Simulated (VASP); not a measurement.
# MgO (Periclase) (Fm-3m) in VASP: settings compared

MgO (Periclase) is run at these levels: PBE, LDA; tasks: single point.

All numbers are computed with VASP 6.6.1; they aren't measurements. Logs are shortened: lines on timing, memory, paths and dates and some standing lists are left out, and cuts for length are marked.

**Experimental background.**

“Electronic structure of alkaline earth and post-transition metal oxides”, 2009, arxiv:0908.1581 quotes, for a bulk crystal of MgO: band gap 7.83 eV.

The runs below are set against these values where they give the same quantity.

## Step 1: The cell of the first run

The structure is cubic, space group Fm-3m (No. 225). Conventional cell: a = 4.204 Å, b = 4.204 Å, c = 4.204 Å, α = 90.00°, β = 90.00°, γ = 90.00°. Mg (site symmetry m-3m) has 6 O at 2.10 Å within 2.8 Å. O (site symmetry m-3m) has 6 Mg at 2.10 Å within 2.8 Å.

## Step 2: Single point, PBE

Input file INCAR:

```
ALGO = Normal ; EDIFF = 1E-6
ENCUT = 520 ; GGA = PE
ISIF = 2 ; ISMEAR = 0
LASPH = True ; LCHARG = False
LREAL = False ; LWAVE = False
NBANDS = 11 ; NELM = 80
PREC = Accurate ; SIGMA = 0.01
```

Input file KPOINTS:

```
k-points
0
Gamma
  6 6 6
```

Input file POSCAR:

```
MgO
1.0
    0.0000000000      2.1021680206      2.1021680206
    2.1021680206      0.0000000000      2.1021680206
    2.1021680206      2.1021680206      0.0000000000
Mg O
1 1
Direct
    0.0000000000      0.0000000000      0.0000000000
    0.5000000000      0.5000000000      0.5000000000
```

Potentials or basis: VASP PAW PBE potentials, release 64 (Mg, O).

Command:

```bash
cat potpaw_PBE.64/Mg/POTCAR potpaw_PBE.64/O/POTCAR > POTCAR
mpirun -np 1 vasp_std > vasp.out
```

OUTCAR:

```text
EDIFF = 1E-6
   ENCUT = 520
   GGA = PE
   ISIF = 2
   ISMEAR = 0
   LASPH = True
   LREAL = False
   NELM = 80
   PREC = Accurate

 ion  position               nearest neighbor table
   1  0.000  0.000  0.000-   2 2.10   2 2.10   2 2.10   2 2.10   2 2.10   2 2.10
   2  0.500  0.500  0.500-   1 2.10   1 2.10   1 2.10   1 2.10   1 2.10   1 2.10

  LATTYP: Found a face centered cubic cell.
 ALAT       =     4.2043360412

  Lattice vectors:

 A1 = (   0.0000000000,   2.1021680206,   2.1021680206)
 A2 = (   2.1021680206,   0.0000000000,   2.1021680206)
 A3 = (   2.1021680206,   2.1021680206,   0.0000000000)

Analysis of symmetry for initial positions (statically):
=====================================================================
 Subroutine PRICEL returns:
 Original cell was already a primitive cell.

 Routine SETGRP: Setting up the symmetry group for a
 face centered cubic supercell.

 Subroutine GETGRP returns: Found 48 space group operations
 (whereof 48 operations were pure point group operations)
 out of a pool of 48 trial point group operations.

The static configuration has the point symmetry O_h .

Analysis of symmetry for dynamics (positions and initial velocities):
=====================================================================
 Subroutine PRICEL returns:
 Original cell was already a primitive cell.

 Routine SETGRP: Setting up the symmetry group for a
 face centered cubic supercell.

 Subroutine GETGRP returns: Found 48 space group operations
 (whereof 48 operations were pure point group operations)
 out of a pool of 48 trial point group operations.

The dynamic configuration has the point symmetry O_h .

 Subroutine INISYM returns: Found 48 space group operations
 (whereof 48 operations are pure point group operations),
 and found     1 'primitive' translations

----------------------------------------------------------------------------------------

                                     Primitive cell

  volume of cell :      18.5794

  direct lattice vectors                    reciprocal lattice vectors
     0.000000000  2.102168021  2.102168021    -0.237849684  0.237849684  0.237849684
     2.102168021  0.000000000  2.102168021     0.237849684 -0.237849684  0.237849684
     2.102168021  2.102168021  0.000000000     0.237849684  0.237849684 -0.237849684

  length of vectors
     2.972914525  2.972914525  2.972914525     0.411967738  0.411967738  0.411967738

  position of ions in fractional coordinates (direct lattice)
     0.000000000  0.000000000  0.000000000
     0.500000000  0.500000000  0.500000000
[... 77 lines left out ...]
   TEBEG  =    0.0;   TEEND  =   0.0 temperature during run
   PSTRESS=    0.0 pullay stress
   NELECT =       8.0000    total number of electrons
   NUPDOWN=      -1.0000    fix difference up-down
   EMIN   =  10.00;   EMAX   =-10.00  energy-range for DOS
   EFERMI =   0.00;   METHOD = LEGACY
   ISMEAR =     0;   SIGMA  =   0.01  broadening in eV -4-tet -1-fermi 0-gaus
   EFERMI_NEDOS =   21; number of points for ismear=-14 and -15
   IALGO  =     38    algorithm
   IMIX   =      4    mixing-type and parameters
     AMIX     =   0.40;   BMIX     =  1.00
     AMIX_MAG =   1.60;   BMIX_MAG =  1.00
  volume/ion in A,a.u.               =       9.29        62.69
  Fermi-wavevector in a.u.,A,eV,Ry     =   1.236215  2.336108 20.792804  1.528228
  Thomas-Fermi vector in A             =   2.370833
   LORBIT       =      0    0 simple, 1 ext, 2 COOP (PROOUT), +10 PAW based schemes
   GGA     = PE    functional components
   LHFCALC =     F    Hartree Fock is set to
   AEXX    =    0.0000 exact exchange contribution
   IVDW    =     0    specifies the selected vdW correction
   LEPSILON=     F    determine dielectric tensor
   LRPA    =     F    only Hartree local field effects (RPA)
 non-spin polarized calculation
 Gauss-broadening in eV      SIGMA  =   0.01
  energy-cutoff  :      520.00
  volume of cell :       18.58
 maximum number of plane-waves:       531
 NGX is ok and might be reduce to    24
   NGX = 11   NGY = 11   NGZ = 11

 number of electron       8.0000004 magnetization

 Free energy of the ion-electron system (eV)
  ---------------------------------------------------
  ext. energy  EPLUGINS =         0.00000000
  ---------------------------------------------------
  free energy    TOTEN  =       -11.90221118 eV

  energy without entropy =      -11.90221118  energy(sigma->0) =      -11.90221118

 E-fermi :   3.2937     XC(G=0): -11.1046

 val. band max:        3.2292258856   @ k =   0.0000   0.0000   0.0000
 cond. band min:       8.0090428213   @ k =   0.0000   0.0000   0.0000
 fundamental gap:      4.7798169357
 Fermi energy:         3.2937270524

 k-point     1 :       0.0000    0.0000    0.0000
  band No.  band energies     occupation
      1     -14.0627      2.00000
      2       3.2292      2.00000
      3       3.2292      2.00000
      4       3.2292      2.00000
      5       8.0090      0.00000
      6      19.0595      0.00000
      7      19.0595      0.00000
      8      19.0595      0.00000
      9      22.9909      0.00000
     10      24.7715      0.00000
     11      24.7715      0.00000
[... 197 lines left out ...]
 k-point    16 :      -0.3333    0.5000    0.1667
  band No.  band energies     occupation
      1     -12.4638      2.00000
      2      -0.3493      2.00000
      3       0.9749      2.00000
      4       1.5515      2.00000
      5      13.8021      0.00000
      6      14.7078      0.00000
      7      15.7572      0.00000
      8      19.8022      0.00000
      9      23.4918      0.00000
     10      27.9560      0.00000
     11      29.5164      0.00000

------------------------ aborting loop because EDIFF is reached ----------------------------------------

  FORCE on cell =-STRESS in cart. coord.  units (eV):
  Direction    XX          YY          ZZ          XY          YZ          ZX
  --------------------------------------------------------------------------------------
  -------------------------------------------------------------------------------------
  Total        0.5666687      0.5666687      0.5666687     -0.0000000      0.0000000     -0.0000000
  in kB       48.8660847     48.8660847     48.8660847     -0.0000000      0.0000000     -0.0000000
  external PRESSURE =      48.8660847 kB  Pullay stress =       0.0000000 kB

 VOLUME and BASIS-vectors are now :
 -----------------------------------------------------------------------------
  energy-cutoff  :      520.00
  volume of cell :       18.58
      direct lattice vectors                 reciprocal lattice vectors
     0.000000000  2.102168021  2.102168021    -0.237849684  0.237849684  0.237849684
     2.102168021  0.000000000  2.102168021     0.237849684 -0.237849684  0.237849684
     2.102168021  2.102168021  0.000000000     0.237849684  0.237849684 -0.237849684

 POSITION                                       TOTAL-FORCE (eV/Angst)
 -----------------------------------------------------------------------------------
      0.00000      0.00000      0.00000         0.000000      0.000000      0.000000
      2.10217      2.10217      2.10217        -0.000000     -0.000000     -0.000000
 -----------------------------------------------------------------------------------
    total drift:                               -0.000000     -0.000000      0.000000

  FREE ENERGIE OF THE ION-ELECTRON SYSTEM (eV)
  ---------------------------------------------------
  free  energy   TOTEN  =       -11.9022111826 eV

  energy  without entropy=      -11.9022111826  energy(sigma->0) =      -11.90221118
```

OSZICAR:

```text
N       E                     dE             d eps       ncg     rms          rms(c)
DAV:   1     0.130378948025E+02    0.13038E+02   -0.46173E+03   416   0.652E+02
DAV:   2    -0.128909562519E+02   -0.25929E+02   -0.24671E+02   397   0.130E+02
DAV:   3    -0.134622978638E+02   -0.57134E+00   -0.57108E+00   427   0.169E+01
DAV:   4    -0.134639655456E+02   -0.16677E-02   -0.16676E-02   388   0.999E-01
DAV:   5    -0.134639707808E+02   -0.52351E-05   -0.52351E-05   415   0.555E-02    0.722E+00
DAV:   6    -0.119188738567E+02    0.15451E+01   -0.87016E+00   364   0.163E+01    0.221E+00
DAV:   7    -0.119077340221E+02    0.11140E-01   -0.54154E-02   382   0.210E+00    0.134E+00
DAV:   8    -0.119025746785E+02    0.51593E-02   -0.27212E-02   385   0.186E+00    0.235E-01
DAV:   9    -0.119022138342E+02    0.36084E-03   -0.55568E-04   397   0.165E-01    0.131E-01
DAV:  10    -0.119022093753E+02    0.44589E-05   -0.47321E-04   391   0.161E-01    0.882E-03
DAV:  11    -0.119022113239E+02   -0.19486E-05   -0.24964E-06   400   0.132E-02    0.531E-03
DAV:  12    -0.119022111826E+02    0.14135E-06   -0.56783E-07   212   0.571E-03
   1 F= -.11902211E+02 E0= -.11902211E+02  d E =-.669100E-22
```

stdout:

```text
POSCAR found type information on POSCAR MgO
 POSCAR found :  2 types and       2 ions
 scaLAPACK will be used
 LDA part: xc-table for (Slater+PW92), standard interpolation
 POSCAR, INCAR and KPOINTS ok, starting setup
 FFT: planning ... GRIDC
 FFT: planning ... GRID_SOFT
 FFT: planning ... GRID
 WAVECAR not read
 entering main loop
```

It took 3.2 s on 1 thread of AMD EPYC 9R45 (Zen 5), shared host; peak memory 0.1 GiB.

Results:

```
Free energy            : -11.9022 eV
Pressure               : 4.9 GPa
Band gap on the k mesh : 4.78 eV, direct
```

Levels at points of the mesh, in eV from the valence-band top:
```
           k point  band 1  band 2  band 3  band 4  band 5  band 6  band 7  band 8
(0.00, 0.00, 0.00)  -17.29    0.00    0.00    0.00    4.78   15.83   15.83   15.83
(0.50, 0.00, 0.00)  -15.99   -4.64   -0.66   -0.66    7.93   12.67   16.37   16.37
(0.50, 0.50, 0.00)  -15.73   -4.11   -1.36   -1.36    9.13   10.03   13.16   19.06
```

Caveat: the k points lie up to 0.43 Å⁻¹ apart.

(Part 1 of 2 ends here.)
